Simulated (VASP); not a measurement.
Write the native input for VASP 6.6.1 that does the following.

* Task: relaxation of cell and atoms
* Functional: PBE
* Potentials or basis: VASP PAW PBE potentials, release 64 (Hf_pv)
* Cutoff: 600 eV
* k mesh: 12 × 12 × 20
* Occupations: gaussian, width 0.1 eV
* Spin: no spin polarisation
* Dipole correction: no
* Further INCAR settings: ALGO = Normal; EDIFF = 1e-06; IBRION = 2; EDIFFG = -0.01; NSW = 100; ISIF = 3

The structure of Hf lies in POSCAR:

```
Hf
1.0
    5.0647968946      0.0000000000      0.0000000000
   -2.5323984473      4.3862427757      0.0000000000
    0.0000000000      0.0000000000      2.7937560695
Hf
2
Direct
    0.3333333333      0.6666666667      0.0000000000
    0.6666666667      0.3333333333      0.0000000000
```

This isn't the form of Hf at room conditions, which is hcp.

The input as run:

INCAR

```
SYSTEM = Hf
PREC = Accurate
ENCUT = 600
EDIFF = 1E-6
ISMEAR = 0
SIGMA = 0.1
LREAL = .FALSE.
LASPH = .TRUE.
NELM = 100
ALGO = Normal
ISIF = 3
LWAVE = .FALSE.
LCHARG = .FALSE.
GGA = PE
IBRION = 2
NSW = 100
EDIFFG = -0.01
```

KPOINTS

```
Automatic mesh
0
G
  12 12 20
  0 0 0
```

Potentials or basis: VASP PAW PBE potentials, release 64 (Hf_pv).

Command:

```console
$ cat potpaw_PBE.64/Hf_pv/POTCAR > POTCAR
$ mpirun -np 1 vasp_std > vasp.out
```

Results of the run:

| Item | Value |
| --- | --- |
| Relaxed volume | 30.99 Å³/atom |
| Relaxed cell | a = 5.079 Å, b = 5.079 Å, c = 2.775 Å, α = 90.00°, β = 90.00°, γ = 120.00° |
| Space group after relaxing (to 0.1 Å) | P6/mmm (No. 191) |
| Energy gained by relaxing | 0.7 meV/atom |
| Ionic steps | 4 |
| Pressure after relaxing | 0.0 GPa |
| Band gap on the k mesh | zero (bands 10 and 11 overlap by 1.61 eV) |

Caveat: spin-orbit coupling is left out, which moves the levels of the heavy elements.

Wall time 3.8 min on 1 thread of Intel(R) Xeon(R) 6975P-C (Granite Rapids) (shared host), peak memory 0.34 GiB.
